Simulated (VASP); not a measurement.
# CaZr2N2 (P-4m2) in VASP: notebook

CaZr2N2 is run at these levels: PBE; tasks: single point, relaxation of cell and atoms.

Program: VASP 6.6.1. These are calculated values, not measurements. Logs are shortened: lines on timing, memory, paths and dates and some standing lists are left out, and cuts for length are marked.

## (1) The cell of the first run

Symmetry: P-4m2, No. 115, tetragonal system. The conventional cell has a = 3.398 Å, b = 3.398 Å, c = 8.733 Å, α = 90.00°, β = 90.00°, γ = 90.00°. Ca (site symmetry -4m2) has 4 N at 2.34 Å within 3.1 Å. Within 2.7 Å of Zr (site symmetry 2mm) lie 2 N at 2.04 Å. N (site symmetry 2mm) has 2 Zr at 2.04 Å and 2 Ca at 2.34 Å within 2.7 Å.

The cell was generated, and may not be a known phase.

## (2) Single point, PBE

File INCAR:

```
SYSTEM = CaZr2N2
ALGO = Normal
EDIFF = 1E-7
ENCUT = 520
GGA = PE
ISIF = 2
ISMEAR = 0
LASPH = .True.
LCHARG = .False.
LREAL = .False.
LWAVE = .False.
NBANDS = 30
NELM = 100
PREC = Accurate
SIGMA = 0.1
```

File KPOINTS:

```
k-points
0
Gamma
  12 12 4
  0 0 0
```

File POSCAR:

```
CaZr2N2
1.0
    3.3983496638      0.0000000000      0.0000000000
    0.0000000000      3.3983496638      0.0000000000
    0.0000000000      0.0000000000      8.7327979693
Ca Zr N
1 2 2
Direct
    0.0000000000      0.0000000000      0.5000000000
    0.5000000000      0.5000000000      0.8126057953
    0.5000000000      0.5000000000      0.1873942047
    0.0000000000      0.5000000000      0.3158135214
    0.5000000000      0.0000000000      0.6841864786
```

Potentials or basis: VASP PAW PBE potentials, release 64 (Ca_sv, Zr_sv, N).

Started as:

```
$ cat potpaw_PBE.64/Ca_sv/POTCAR potpaw_PBE.64/Zr_sv/POTCAR potpaw_PBE.64/N/POTCAR > POTCAR
$ mpirun -np 1 vasp_std > vasp.out
```

OUTCAR:

```text
SYSTEM = CaZr2N2
   EDIFF = 1E-7
   ENCUT = 520
   GGA = PE
   ISIF = 2
   ISMEAR = 0
   LASPH = .True.
   LREAL = .False.
   NELM = 100
   PREC = Accurate

 ion  position               nearest neighbor table
   1  0.000  0.000  0.500-   4 2.34   5 2.34   4 2.34   5 2.34
   2  0.500  0.500  0.813-   5 2.04   5 2.04   3 3.27
   3  0.500  0.500  0.187-   4 2.04   4 2.04   2 3.27
   4  0.000  0.500  0.316-   3 2.04   3 2.04   1 2.34   1 2.34
   5  0.500  0.000  0.684-   2 2.04   2 2.04   1 2.34   1 2.34

  LATTYP: Found a simple tetragonal cell.
 ALAT       =     3.3983496638
 C/A-ratio  =     2.5697173138

  Lattice vectors:

 A1 = (   3.3983496638,   0.0000000000,   0.0000000000)
 A2 = (   0.0000000000,   3.3983496638,   0.0000000000)
 A3 = (   0.0000000000,   0.0000000000,   8.7327979693)

Analysis of symmetry for initial positions (statically):
=====================================================================
 Subroutine PRICEL returns:
 Original cell was already a primitive cell.

 Routine SETGRP: Setting up the symmetry group for a
 simple tetragonal supercell.

 Subroutine GETGRP returns: Found  8 space group operations
 (whereof  8 operations were pure point group operations)
 out of a pool of 16 trial point group operations.

The static configuration has the point symmetry D_2d.

Analysis of symmetry for dynamics (positions and initial velocities):
=====================================================================
 Subroutine PRICEL returns:
 Original cell was already a primitive cell.

 Routine SETGRP: Setting up the symmetry group for a
 simple tetragonal supercell.

 Subroutine GETGRP returns: Found  8 space group operations
 (whereof  8 operations were pure point group operations)
 out of a pool of 16 trial point group operations.

The dynamic configuration has the point symmetry D_2d.

 Subroutine INISYM returns: Found  8 space group operations
 (whereof  8 operations are pure point group operations),
 and found     1 'primitive' translations

----------------------------------------------------------------------------------------

                                     Primitive cell

  volume of cell :     100.8532

  direct lattice vectors                    reciprocal lattice vectors
     3.398349664  0.000000000  0.000000000     0.294260479  0.000000000  0.000000000
     0.000000000  3.398349664  0.000000000     0.000000000  0.294260479  0.000000000
     0.000000000  0.000000000  8.732797969     0.000000000  0.000000000  0.114510836
[... 92 lines left out ...]
   EDIFFG = 0.1E-05   stopping-criterion for IOM
   NSW    =      0    number of steps for IOM
   IBRION =     -1    ionic relax: 0-MD 1-quasi-New 2-CG
   NFREE  =      0    steps in history (QN), initial steepest desc. (CG)
   ISIF   =      2    stress and relaxation
   ISYM   =      2    0-nonsym 1-usesym 2-fastsym
   POTIM  = 0.5000    time-step for ionic-motion
   TEBEG  =    0.0;   TEEND  =   0.0 temperature during run
   PSTRESS=    0.0 pullay stress
   NELECT =      44.0000    total number of electrons
   NUPDOWN=      -1.0000    fix difference up-down
   EMIN   =  10.00;   EMAX   =-10.00  energy-range for DOS
   EFERMI =   0.00;   METHOD = LEGACY
   ISMEAR =     0;   SIGMA  =   0.10  broadening in eV -4-tet -1-fermi 0-gaus
   EFERMI_NEDOS =   21; number of points for ismear=-14 and -15
   IALGO  =     38    algorithm
   IMIX   =      4    mixing-type and parameters
     AMIX     =   0.40;   BMIX     =  1.00
     AMIX_MAG =   1.60;   BMIX_MAG =  1.00
  volume/ion in A,a.u.               =      20.17       136.12
  Fermi-wavevector in a.u.,A,eV,Ry     =   1.241641  2.346360 20.975710  1.541671
  Thomas-Fermi vector in A             =   2.376030
   LORBIT       =      0    0 simple, 1 ext, 2 COOP (PROOUT), +10 PAW based schemes
   GGA     = PE    functional components
   LHFCALC =     F    Hartree Fock is set to
   AEXX    =    0.0000 exact exchange contribution
   IVDW    =     0    specifies the selected vdW correction
   LEPSILON=     F    determine dielectric tensor
   LRPA    =     F    only Hartree local field effects (RPA)
 non-spin polarized calculation
 Gauss-broadening in eV      SIGMA  =   0.10
  energy-cutoff  :      520.00
  volume of cell :      100.85
 maximum number of plane-waves:      2744
 NGX is ok and might be reduce to    28
   NGX = 13   NGY = 13   NGZ = 33

 number of electron      43.9999998 magnetization

 Free energy of the ion-electron system (eV)
  ---------------------------------------------------
  ext. energy  EPLUGINS =         0.00000000
  ---------------------------------------------------
  free energy    TOTEN  =       -39.48060349 eV

  energy without entropy =      -39.46519049  energy(sigma->0) =      -39.47289699

 E-fermi :   5.6164     XC(G=0):  -9.8037

 val. band max:        5.6034247662   @ k =   0.1667   0.1667   0.2500
 cond. band min:       5.6291484242   @ k =   0.1667   0.1667   0.0000
 fundamental gap:      0.0257236579
 Fermi energy:         5.6163814478

 k-point     1 :       0.0000    0.0000    0.0000
  band No.  band energies     occupation
      1     -43.6061      2.00000
      2     -43.5878      2.00000
      3     -34.7001      2.00000
      4     -21.9277      2.00000
      5     -21.7258      2.00000
      6     -21.5482      2.00000
[... 781 lines left out ...]
     29       8.4864      0.00000
     30       9.4176      0.00000

 [... further k-points ...]

------------------------ aborting loop because EDIFF is reached ----------------------------------------

  FORCE on cell =-STRESS in cart. coord.  units (eV):
  Direction    XX          YY          ZZ          XY          YZ          ZX
  --------------------------------------------------------------------------------------
  -------------------------------------------------------------------------------------
  Total        0.0907033      0.0907033      0.1898919      0.0000000     -0.0000000      0.0000000
  in kB        1.4409345      1.4409345      3.0166670      0.0000000     -0.0000000      0.0000000
  external PRESSURE =       1.9661787 kB  Pullay stress =       0.0000000 kB

 VOLUME and BASIS-vectors are now :
 -----------------------------------------------------------------------------
  energy-cutoff  :      520.00
  volume of cell :      100.85
      direct lattice vectors                 reciprocal lattice vectors
     3.398349664  0.000000000  0.000000000     0.294260479  0.000000000  0.000000000
     0.000000000  3.398349664  0.000000000     0.000000000  0.294260479  0.000000000
     0.000000000  0.000000000  8.732797969     0.000000000  0.000000000  0.114510836

 POSITION                                       TOTAL-FORCE (eV/Angst)
 -----------------------------------------------------------------------------------
      0.00000      0.00000      4.36640         0.000000      0.000000      0.000000
      1.69917      1.69917      7.09632        -0.000000     -0.000000      0.038160
      1.69917      1.69917      1.63648        -0.000000     -0.000000     -0.038160
      0.00000      1.69917      2.75794        -0.000000      0.000000     -0.000093
      1.69917      0.00000      5.97486        -0.000000      0.000000      0.000093
 -----------------------------------------------------------------------------------
    total drift:                                0.000000      0.000000      0.000000

  FREE ENERGIE OF THE ION-ELECTRON SYSTEM (eV)
  ---------------------------------------------------
  free  energy   TOTEN  =       -39.4806034855 eV

  energy  without entropy=      -39.4651904866  energy(sigma->0) =      -39.47289699
```

stdout:

```text
POSCAR found type information on POSCAR CaZrN
 POSCAR found :  3 types and       5 ions
 scaLAPACK will be used
 LDA part: xc-table for (Slater+PW92), standard interpolation
 POSCAR, INCAR and KPOINTS ok, starting setup
 FFT: planning ... GRIDC
 FFT: planning ... GRID_SOFT
 FFT: planning ... GRID
 WAVECAR not read
 entering main loop
```

Run time: 2.3 min. Hardware: 1 thread of Intel Xeon 6975P-C (Granite Rapids), shared host; peak memory 0.39 GiB.

What came out:

* Free energy: -39.4806 eV
* Pressure: 0.2 GPa
* Largest force: 0.038 eV/Å
* Band gap on the k mesh: zero (bands 22 and 23 overlap by 1.03 eV)

Forces on the atoms (eV/Å):
```
Ca   0.000  0.000  0.000
Zr   0.000  0.000  0.038
Zr   0.000  0.000 -0.038
N    0.000  0.000  0.000
N    0.000  0.000  0.000
```

## (3) Relaxation of cell and atoms, PBE

This run uses another cell than the first one, of 20.22 Å³/atom.

File INCAR:

```
PREC = Accurate
ENCUT = 600
EDIFF = 1E-6
ISMEAR = 0
SIGMA = 0.1
LREAL = False
LASPH = True
NELM = 60
ALGO = Normal
ISIF = 3
LWAVE = False
LCHARG = False
GGA = PE
IBRION = 2
NSW = 100
EDIFFG = -0.01
```

File KPOINTS:

```
regular mesh
0
Gamma
  12 12 4
```

File POSCAR:

```
CaZr2N2
1.0
    3.4010326156      0.0000000000      0.0000000000
    0.0000000000      3.4010326156      0.0000000000
    0.0000000000      0.0000000000      8.7417004045
Ca Zr N
1 2 2
Direct
    0.0000000000      0.0000000000      0.5000000000
    0.5000000000      0.5000000000      0.8118099783
    0.5000000000      0.5000000000      0.1881900217
    0.0000000000      0.5000000000      0.3162051478
    0.5000000000      0.0000000000      0.6837948522
```

Potentials or basis: VASP PAW PBE potentials, release 64 (Ca_sv, Zr_sv, N).

Started as:

```
$ cat potpaw_PBE.64/Ca_sv/POTCAR potpaw_PBE.64/Zr_sv/POTCAR potpaw_PBE.64/N/POTCAR > POTCAR
$ mpirun -np 1 vasp_std > vasp.out
```

Run time: 7.4 min. Hardware: 1 thread of Intel Xeon 6975P-C (Granite Rapids), shared host; peak memory 0.44 GiB.

Results (log left out):

- Free energy: -39.4840 eV
- Relaxed volume: 20.18 Å³/atom
- Relaxed cell: a = 3.397 Å, b = 3.397 Å, c = 8.743 Å, α = 90.00°, β = 90.00°, γ = 90.00°
- Space group after relaxing (to 0.1 Å): P-4m2 (No. 115)
- Energy gained by relaxing: 0.2 meV/atom
- Ionic steps: 6
- Pressure after relaxing: 0.0 GPa
- Band gap on the k mesh: zero (bands 22 and 23 overlap by 1.03 eV)

Forces in eV/Å, atoms in the order of the input:
```
Ca   0.000  0.000  0.000
Zr   0.000  0.000  0.002
Zr   0.000  0.000 -0.002
N    0.000  0.000 -0.001
N    0.000  0.000  0.001
```

Step by step:
| step | energy change (eV) | largest force (eV/Å) | pressure (GPa) | volume (Å³) |
| --- | --- | --- | --- | --- |
| 1 | 0.0000 | 0.0722 | 0.11 | 101.12 |
| 2 | -0.0002 | 0.0522 | -0.22 | 101.31 |
| 3 | -0.0002 | 0.0395 | -0.14 | 101.26 |
| 4 | -0.0005 | 0.0236 | -0.09 | 101.13 |
| 5 | -0.0007 | 0.0054 | -0.01 | 100.93 |
| 6 | -0.0008 | 0.0021 | 0.02 | 100.88 |

Final structure:
```yaml
crystal:
  lattice:
    - [3.39675, 0.00000, 0.00000]
    - [0.00000, 3.39675, 0.00000]
    - [0.00000, 0.00000, 8.74348]
  atoms:
    - { symbol: Ca, position: [0.00000, 0.00000, 0.50000] }
    - { symbol: Zr, position: [0.50000, 0.50000, 0.81302] }
    - { symbol: Zr, position: [0.50000, 0.50000, 0.18698] }
    - { symbol: N, position: [0.00000, 0.50000, 0.31559] }
    - { symbol: N, position: [0.50000, 0.00000, 0.68441] }
```

Levels at points of the mesh, in eV from the Fermi level:
| k point | band 20 | band 21 | band 22 | band 23 | band 24 | band 25 |
| --- | --- | --- | --- | --- | --- | --- |
| (0.00, 0.00, 0.00) | -2.41 | -2.41 | -1.78 | -0.78 | 1.30 | 1.60 |
| (0.50, 0.00, 0.00) | -2.70 | -1.22 | -1.18 | 0.15 | 1.61 | 1.88 |
| (0.50, 0.50, 0.00) | -2.33 | -0.49 | -0.49 | 1.03 | 1.12 | 1.34 |
| (0.00, 0.00, 0.50) | -2.40 | -2.40 | -1.80 | -0.71 | 1.04 | 1.45 |
| (0.50, 0.00, 0.50) | -2.70 | -1.22 | -1.18 | 0.07 | 1.64 | 1.99 |
| (0.50, 0.50, 0.50) | -2.32 | -0.49 | -0.49 | 1.03 | 1.28 | 1.28 |

The gap in the log of VASP goes by the Fermi energy; the results here count the filled bands.